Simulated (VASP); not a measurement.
A run of VASP 6.6.1 is set up as follows.

File INCAR:

```
ALGO = Normal ; EDIFF = 1E-7
ENCUT = 520 ; GGA = PS
ISIF = 2 ; ISMEAR = -1
LASPH = T ; LCHARG = F
LREAL = F ; LWAVE = F
NBANDS = 18 ; NELM = 60
PREC = Accurate ; SIGMA = 0.05
```

KPOINTS

```
k-points
0
Gamma
  8 14 14
```

POSCAR

```
CdAg
1.0
    3.7290666496      0.0000000000      0.0000000000
    0.0000000000      1.1490241377      1.9913869654
    0.0000000000     -1.1490241377      1.9913869654
Cd Ag
1 1
Direct
    0.5000000000      0.6665541508      0.6665541508
    0.0000000000      0.3334458492      0.3334458492
```

Potentials or basis: VASP PAW PBE potentials, release 64 (Cd, Ag).

Command:

```console
$ cat potpaw_PBE.64/Cd/POTCAR potpaw_PBE.64/Ag/POTCAR > POTCAR
$ mpirun -np 1 vasp_std > vasp.out
```

Question: Predict the pressure.

Answer: 574.0 GPa.

Stress tensor (GPa, compression positive):
```
576.46   0.00   0.00
  0.00 572.98   0.00
  0.00   0.00 572.57
```

Caveat: the PAW data sets were made with another functional, which shifts forces and pressure a little.
